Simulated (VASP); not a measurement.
# Al2SiF2 (R-3m) in VASP: single point with PBE

Aim: the single point of Al2SiF2 with PBE.

Everything below comes from runs of VASP 6.6.1. Logs are shortened: lines on timing, memory, paths and dates and some standing lists are left out, and cuts for length are marked.

**1. The cell of the first run**

The structure is trigonal, space group R-3m (No. 166). Conventional cell: a = 3.048 Å, b = 3.048 Å, c = 27.024 Å, α = 90.00°, β = 90.00°, γ = 120.00°. Within 2.8 Å of Al (site symmetry 3m) lie 3 F at 2.11 Å and 3 Si at 2.60 Å. Si (site symmetry -3m) has 6 Al at 2.60 Å and 6 Si at 3.05 Å within 3.4 Å. Within 2.8 Å of F (site symmetry 3m) lie 3 Al at 2.11 Å.

**2. Single point, PBE**

INCAR reads:

```
ALGO = Normal
EDIFF = 1E-6
ENCUT = 600
GGA = PE
GGA_COMPAT = F
ISIF = 2
ISMEAR = 0
LASPH = T
LCHARG = F
LREAL = F
LWAVE = F
NBANDS = 20
NELM = 120
PREC = Accurate
SIGMA = 0.15
```

KPOINTS reads:

```
k-points
0
Gamma
  4 4 4
```

POSCAR reads:

```
Al2SiF2
1.0
    1.5241652395      0.8799772113      9.0081406534
   -1.5241652395      0.8799772113      9.0081406534
    0.0000000000     -1.7599544227      9.0081406534
Al Si F
2 1 2
Direct
    0.4040549656      0.4040549656      0.4040549656
    0.5959450344      0.5959450344      0.5959450344
    0.0000000000      0.0000000000      0.0000000000
    0.7803620948      0.7803620948      0.7803620948
    0.2196379052      0.2196379052      0.2196379052
```

Potentials or basis: VASP PAW PBE potentials, release 64 (Al, Si, F).

Started as:

```bash
cat potpaw_PBE.64/Al/POTCAR potpaw_PBE.64/Si/POTCAR potpaw_PBE.64/F/POTCAR > POTCAR
mpirun -np 1 vasp_std > vasp.out
```

OUTCAR:

```text
EDIFF = 1E-6
   ENCUT = 600
   GGA = PE
   ISIF = 2
   ISMEAR = 0
   LASPH = T
   LREAL = F
   NELM = 120
   PREC = Accurate

 ion  position               nearest neighbor table
   1  0.404  0.404  0.404-   4 2.11   4 2.11   4 2.11   3 2.60   3 2.60   3 2.60
   2  0.596  0.596  0.596-   5 2.11   5 2.11   5 2.11   3 2.60   3 2.60   3 2.60
   3  0.000  0.000  0.000-   2 2.60   2 2.60   1 2.60   1 2.60   2 2.60   1 2.60
   4  0.780  0.780  0.780-   1 2.11   1 2.11   1 2.11
   5  0.220  0.220  0.220-   2 2.11   2 2.11   2 2.11

  LATTYP: Found a trigonal (rhomboedric) cell.
 ALAT       =     9.1784550770
 COS(alpha) =     0.9448488049

  Lattice vectors:

 A1 = (   1.5241652395,   0.8799772113,   9.0081406534)
 A2 = (  -1.5241652395,   0.8799772113,   9.0081406534)
 A3 = (   0.0000000000,  -1.7599544227,   9.0081406534)

Analysis of symmetry for initial positions (statically):
=====================================================================
 Subroutine PRICEL returns:
 Original cell was already a primitive cell.

 Routine SETGRP: Setting up the symmetry group for a
 trigonal (rhombohedral) supercell.

 Subroutine GETGRP returns: Found 12 space group operations
 (whereof 12 operations were pure point group operations)
 out of a pool of 12 trial point group operations.

The static configuration has the point symmetry D_3d.

Analysis of symmetry for dynamics (positions and initial velocities):
=====================================================================
 Subroutine PRICEL returns:
 Original cell was already a primitive cell.

 Routine SETGRP: Setting up the symmetry group for a
 trigonal (rhombohedral) supercell.

 Subroutine GETGRP returns: Found 12 space group operations
 (whereof 12 operations were pure point group operations)
 out of a pool of 12 trial point group operations.

The dynamic configuration has the point symmetry D_3d.

 Subroutine INISYM returns: Found 12 space group operations
 (whereof 12 operations are pure point group operations),
 and found     1 'primitive' translations

----------------------------------------------------------------------------------------

                                     Primitive cell

  volume of cell :      72.4920
[... 80 lines left out ...]
   LASPH  =      T    aspherical Exc in radial PAW
   ENCUT  =  600.0 eV  44.10 Ry    6.64 a.u.  18.33 18.33 18.33*2*pi/ulx,y,z
   NELM   =    120;   NELMIN=  2; NELMDL= -5     # of ELM steps
   EDIFF  = 0.1E-05   stopping-criterion for ELM
   LREAL  =      F    real-space projection
   EDIFFG = 0.1E-04   stopping-criterion for IOM
   NSW    =      0    number of steps for IOM
   IBRION =     -1    ionic relax: 0-MD 1-quasi-New 2-CG
   NFREE  =      0    steps in history (QN), initial steepest desc. (CG)
   ISIF   =      2    stress and relaxation
   ISYM   =      2    0-nonsym 1-usesym 2-fastsym
   POTIM  = 0.5000    time-step for ionic-motion
   TEBEG  =    0.0;   TEEND  =   0.0 temperature during run
   PSTRESS=    0.0 pullay stress
   NELECT =      24.0000    total number of electrons
   NUPDOWN=      -1.0000    fix difference up-down
   EMIN   =  10.00;   EMAX   =-10.00  energy-range for DOS
   EFERMI =   0.00;   METHOD = LEGACY
   ISMEAR =     0;   SIGMA  =   0.15  broadening in eV -4-tet -1-fermi 0-gaus
   EFERMI_NEDOS =   21; number of points for ismear=-14 and -15
   IALGO  =     38    algorithm
   IMIX   =      4    mixing-type and parameters
     AMIX     =   0.40;   BMIX     =  1.00
     AMIX_MAG =   1.60;   BMIX_MAG =  1.00
  volume/ion in A,a.u.               =      14.50        97.84
  Fermi-wavevector in a.u.,A,eV,Ry     =   1.132527  2.140166 17.451073  1.282618
  Thomas-Fermi vector in A             =   2.269228
   LORBIT       =      0    0 simple, 1 ext, 2 COOP (PROOUT), +10 PAW based schemes
   GGA     = PE    functional components
   LHFCALC =     F    Hartree Fock is set to
   AEXX    =    0.0000 exact exchange contribution
   IVDW    =     0    specifies the selected vdW correction
   LEPSILON=     F    determine dielectric tensor
   LRPA    =     F    only Hartree local field effects (RPA)
 non-spin polarized calculation
 Gauss-broadening in eV      SIGMA  =   0.15
  energy-cutoff  :      600.00
  volume of cell :       72.49
 maximum number of plane-waves:      2438
 NGX is ok and might be reduce to    80
   NGX = 37   NGY = 37   NGZ = 37

 number of electron      24.0000006 magnetization

 Free energy of the ion-electron system (eV)
  ---------------------------------------------------
  ext. energy  EPLUGINS =         0.00000000
  ---------------------------------------------------
  free energy    TOTEN  =       -23.16322429 eV

  energy without entropy =      -23.14594516  energy(sigma->0) =      -23.15458472

 E-fermi :   6.7887     XC(G=0):  -9.6475

 val. band max:        6.6348537109   @ k =   0.5000   0.5000   0.5000
 cond. band min:       6.8961711105   @ k =  -0.2500   0.5000   0.2500
 fundamental gap:      0.2613173997
 Fermi energy:         6.7887293522

 k-point     1 :       0.0000    0.0000    0.0000
  band No.  band energies     occupation
      1     -19.8798      2.00000
      2     -19.8321      2.00000
      3      -5.8281      2.00000
      4      -3.1298      2.00000
      5      -1.6541      2.00000
      6      -0.6441      2.00000
[... 288 lines left out ...]
     19      15.8170      0.00000
     20      15.8170      0.00000

------------------------ aborting loop because EDIFF is reached ----------------------------------------

  FORCE on cell =-STRESS in cart. coord.  units (eV):
  Direction    XX          YY          ZZ          XY          YZ          ZX
  --------------------------------------------------------------------------------------
  -------------------------------------------------------------------------------------
  Total        0.0350554      0.0350554      0.2367360      0.0000000     -0.0000000      0.0000000
  in kB        0.7747754      0.7747754      5.2322080      0.0000000     -0.0000000      0.0000000
  external PRESSURE =       2.2605863 kB  Pullay stress =       0.0000000 kB

 VOLUME and BASIS-vectors are now :
 -----------------------------------------------------------------------------
  energy-cutoff  :      600.00
  volume of cell :       72.49
      direct lattice vectors                 reciprocal lattice vectors
     1.524165240  0.879977211  9.008140653     0.328048421  0.189398844  0.037003567
    -1.524165240  0.879977211  9.008140653    -0.328048421  0.189398844  0.037003567
     0.000000000 -1.759954423  9.008140653     0.000000000 -0.378797688  0.037003567

 POSITION                                       TOTAL-FORCE (eV/Angst)
 -----------------------------------------------------------------------------------
      0.00000     -0.00000     10.91935         0.000000     -0.000000      0.021499
      0.00000     -0.00000     16.10507         0.000000      0.000000     -0.021499
      0.00000      0.00000      0.00000         0.000000      0.000000     -0.000000
      0.00000     -0.00000     21.08883         0.000000      0.000000     -0.013233
      0.00000     -0.00000      5.93559         0.000000     -0.000000      0.013233
 -----------------------------------------------------------------------------------
    total drift:                               -0.000000     -0.000000     -0.000000

  FREE ENERGIE OF THE ION-ELECTRON SYSTEM (eV)
  ---------------------------------------------------
  free  energy   TOTEN  =       -23.1632242850 eV

  energy  without entropy=      -23.1459451591  energy(sigma->0) =      -23.15458472
```

OSZICAR:

```text
N       E                     dE             d eps       ncg     rms          rms(c)
DAV:   1     0.110101080855E+03    0.11010E+03   -0.12548E+04   520   0.117E+03
DAV:   2    -0.172565230870E+02   -0.12736E+03   -0.12312E+03   612   0.235E+02
DAV:   3    -0.245077581941E+02   -0.72512E+01   -0.71755E+01   684   0.553E+01
DAV:   4    -0.245760954996E+02   -0.68337E-01   -0.68309E-01   600   0.602E+00
DAV:   5    -0.245772539611E+02   -0.11585E-02   -0.11584E-02   664   0.782E-01    0.681E+00
DAV:   6    -0.233648665419E+02    0.12124E+01   -0.34201E+00   584   0.138E+01    0.304E+00
DAV:   7    -0.232147134263E+02    0.15015E+00   -0.22459E-01   660   0.368E+00    0.159E+00
DAV:   8    -0.231632345295E+02    0.51479E-01   -0.14836E-01   616   0.254E+00    0.322E-01
DAV:   9    -0.231630928560E+02    0.14167E-03   -0.21528E-02   580   0.896E-01    0.158E-01
DAV:  10    -0.231630941641E+02   -0.13081E-05   -0.19947E-03   612   0.283E-01    0.114E-01
DAV:  11    -0.231631972935E+02   -0.10313E-03   -0.42064E-04   620   0.164E-01    0.497E-02
DAV:  12    -0.231632245304E+02   -0.27237E-04   -0.15596E-04   548   0.799E-02    0.129E-02
DAV:  13    -0.231632242850E+02    0.24537E-06   -0.54167E-06   652   0.180E-02
   1 F= -.23163224E+02 E0= -.23154585E+02  d E =-.172791E-01
```

stdout:

```text
POSCAR found type information on POSCAR AlSiF
 POSCAR found :  3 types and       5 ions
 scaLAPACK will be used
 LDA part: xc-table for (Slater+PW92), standard interpolation
 POSCAR, INCAR and KPOINTS ok, starting setup
 FFT: planning ... GRIDC
 FFT: planning ... GRID_SOFT
 FFT: planning ... GRID
 WAVECAR not read
 entering main loop
```

Run time: 3.3 min. Hardware: 1 thread of Intel Xeon Platinum 8259CL at 2.50GHz (Skylake/Cascade Lake), shared host; peak memory 0.89 GiB.

Results:

| Item | Value |
| --- | --- |
| Free energy | -23.1632 eV |
| Pressure | 0.2 GPa |
| Largest force | 0.021 eV/Å |
| Band gap on the k mesh | zero (bands 12 and 13 overlap by 0.43 eV) |

Forces in eV/Å, atoms in the order of the input:
```
Al   0.000  0.000  0.021
Al   0.000  0.000 -0.021
Si   0.000  0.000  0.000
F    0.000  0.000 -0.013
F    0.000  0.000  0.013
```

Stress tensor (GPa, compression positive):
```
0.08 0.00 0.00
0.00 0.08 0.00
0.00 0.00 0.52
```

Levels at points of the mesh, in eV from the Fermi level:
| k point | band 9 | band 10 | band 11 | band 12 | band 13 | band 14 | band 15 | band 16 |
| --- | --- | --- | --- | --- | --- | --- | --- | --- |
| (0.00, 0.00, 0.00) | -7.41 | -6.05 | -2.65 | 0.54 | 3.16 | 4.92 | 4.92 | 7.28 |
| (0.50, 0.00, 0.00) | -7.39 | -6.13 | -3.82 | -1.96 | 1.54 | 1.56 | 2.48 | 4.31 |
| (0.50, 0.50, 0.00) | -7.44 | -6.19 | -3.78 | -1.88 | 1.53 | 1.54 | 2.38 | 4.29 |
| (0.50, 0.50, 0.50) | -7.41 | -6.42 | -2.16 | -0.15 | 4.15 | 4.92 | 4.92 | 6.10 |

Caveat: the k points lie up to 0.60 Å⁻¹ apart.
